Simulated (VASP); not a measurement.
Wanted: the native input for a VASP 6.6.1 run.

| Property | Result |
| --- | --- |
| Task | single point |
| Functional | PBE |
| Potentials or basis | VASP PAW PBE potentials, release 64 (B, P, Al) |
| Cutoff | 520 eV |
| k mesh | 6 × 6 × 4 |
| Occupations | gaussian, width 0.01 eV |
| Spin | no spin polarisation |
| Dipole correction | no |
| Further INCAR settings | ALGO = Normal; EDIFF = 1e-07; NBANDS = 16 |

The structure of AlBP2 lies in POSCAR:

```
AlBP2
1.0
    3.4990002772      0.0000000000      0.0000000000
    0.0000000000      3.4990002772      0.0000000000
    0.0000000000      0.0000000000      5.2391092037
B P Al
1 2 1
Direct
    0.0000000000      0.0000000000      0.0000000000
    0.0000000000      0.5000000000      0.2077903022
    0.5000000000      0.0000000000      0.7922096978
    0.5000000000      0.5000000000      0.5000000000
```

One way to write it, as run:

INCAR

```
SYSTEM = AlBP2
ALGO = Normal ; EDIFF = 1E-7
ENCUT = 520 ; GGA = PE
ISIF = 2 ; ISMEAR = 0
LASPH = .TRUE. ; LCHARG = .FALSE.
LREAL = .FALSE. ; LWAVE = .FALSE.
NBANDS = 16 ; NELM = 80
PREC = Accurate ; SIGMA = 0.01
```

KPOINTS

```
k-points
0
G
  6 6 4
  0 0 0
```

Potentials or basis: VASP PAW PBE potentials, release 64 (B, P, Al).

The run is started by

```sh
$ cat potpaw_PBE.64/B/POTCAR potpaw_PBE.64/P/POTCAR potpaw_PBE.64/Al/POTCAR > POTCAR
$ mpirun -np 1 vasp_std > vasp.out
```

It gave:

The pressure is -0.1 GPa and the band gap on the k mesh is 0.77 eV.

Caveat: semilocal functionals underestimate gaps, and a narrow one can read as zero.

Run time: 52 s on 1 thread of AMD EPYC 7R13, on a shared host, peak memory 0.16 GiB.
